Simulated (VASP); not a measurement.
## HgTe: single point with PBEsol

Crystal: HgTe.

```
Hg Te
1.0
     4.58074    0.00000    0.00000
    -3.51900    2.93253    0.00000
    -0.53087   -1.46627    4.30713
Hg Te
1 1
Direct
  0.25000 0.75000 0.50000
  0.00000 0.00000 0.00000
```

| Quantity | Value |
| --- | --- |
| Program | VASP 6.6.1 |
| Task | single point |
| Functional | PBEsol |
| Potentials or basis | VASP PAW PBE potentials, release 64 (Hg, Te) |
| Cutoff | 520 eV |
| k mesh | 3 × 3 × 3 |
| Occupations | fermi-dirac, width 0.1 eV |
| Spin | no spin polarisation |
| Dipole correction | no |
| Further INCAR settings | ALGO = Normal; EDIFF = 1e-07; NBANDS = 16 |

```json
{"Pressure": "-5.1 GPa", "Band gap on the k mesh": "zero (band 9 reaches 4.56 eV, above the bottom of band 10 at 1.88 eV)"}
```

Stress tensor (GPa, compression positive):
```
-3.70 -2.03  0.00
-2.03 -8.56  0.00
 0.00  0.00 -2.96
```

Levels at points of the mesh, in eV from the Fermi level:
| k point | band 7 | band 8 | band 9 | band 10 | band 11 | band 12 |
| --- | --- | --- | --- | --- | --- | --- |
| (0.00, 0.00, 0.00) | -3.80 | -2.71 | -2.71 | 3.27 | 4.26 | 6.56 |

It used 9.6 s of CPU time on 1 thread of Intel Xeon 6975P-C, on a shared host.

Caveat: the k points lie up to 0.75 Å⁻¹ apart; the PAW data sets were made with another functional, which shifts forces and pressure a little; spin-orbit coupling is left out, which moves the levels of the heavy elements.
